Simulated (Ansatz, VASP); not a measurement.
## Ir: VASP beside Ansatz

File POSCAR:

```
Ir
1.0
    2.7290915489      0.0000000000      0.0000000000
   -1.3645457745      2.3634626106      0.0000000000
    0.0000000000      0.0000000000      4.4276445707
Ir
2
Direct
    0.3333333333      0.6666666667      0.2500000000
    0.6666666667      0.3333333333      0.7500000000
```

Contents of INCAR.step1:

```
PREC = Accurate
ENCUT = 520
ISMEAR = -1
SIGMA = 0.1
LREAL = F
LASPH = T
NELM = 150
LNONCOLLINEAR = T
MAGMOM = 0 0 0 0 0 0
LSORBIT = T
GGA_COMPAT = F
LMAXMIX = 4
NBANDS = 30
GGA = PE
ALGO = Normal
EDIFF = 1E-4
LWAVE = T
LCHARG = F
```

Contents of INCAR.step2:

```
PREC = Accurate
ENCUT = 520
EDIFF = 1E-6
ISMEAR = -1
SIGMA = 0.1
LREAL = F
LASPH = T
NELM = 150
ALGO = Normal
ISIF = 2
LWAVE = F
LCHARG = F
LNONCOLLINEAR = T
MAGMOM = 0 0 0 0 0 0
LORBIT = 11
LSORBIT = T
GGA_COMPAT = F
LORBMOM = T
LMAXMIX = 4
METAGGA = R2SCAN
LMIXTAU = T
NBANDS = 30
ISTART = 1
```

The input KPOINTS:

```
Automatic mesh
0
Gamma
  13 13 7
```

Input for Ansatz:

```yaml
crystal:
  lattice:
    - [2.7290915489, 0.0, 0.0]
    - [-1.3645457745, 2.3634626106, 0.0]
    - [0.0, 0.0, 4.4276445707]
  atoms:
    - { symbol: Ir, position: [0.3333333333, 0.6666666667, 0.25] }
    - { symbol: Ir, position: [0.6666666667, 0.3333333333, 0.75] }
hamiltonian:
  xc: r2scan
  pseudopotentials:
    kind: paw_fr
    azcp:
      Ir: "pseudopotentials/Ir.paw.azcp"
basis:
  ecutwfc: 500
  fft_grid_basis: typed
kpoints:
  mp_grid: { grid: [13, 13, 7], shift: [0, 0, 0] }
magnetization:
  noncollinear: true
  spin_orbit: true
scf:
  occupations: { method: fermi_dirac, width: 0.1 }
```

Alike in both runs: task single point; functional r2SCAN; k mesh 13 × 13 × 7; occupations fermi-dirac, width 0.1 eV; non-collinear spin, spin-orbit coupling.

|  | VASP | Ansatz |
| --- | --- | --- |
| version | VASP 6.6.1 | Ansatz 0.2.0 |
| potentials or method | VASP PAW PBE potentials, release 64 (Ir), cutoff 520 eV | plane waves (500 eV) with PAW, fully relativistic with spin-orbit coupling |
| valence electrons in the cell | 18 | 34 |

|  | VASP | Ansatz | Ansatz less VASP |
| --- | --- | --- | --- |
| net moment per atom (μB) | 0.00 | 0.00 | 0.000 |

VASP's potentials were made for PBE, not for r2SCAN. The functional is the same, so the differences come from potentials, cutoffs and numerics. VASP's potentials hold 18 valence electrons a cell and Ansatz's 34, so a difference there can come from the potentials and not from the codes.
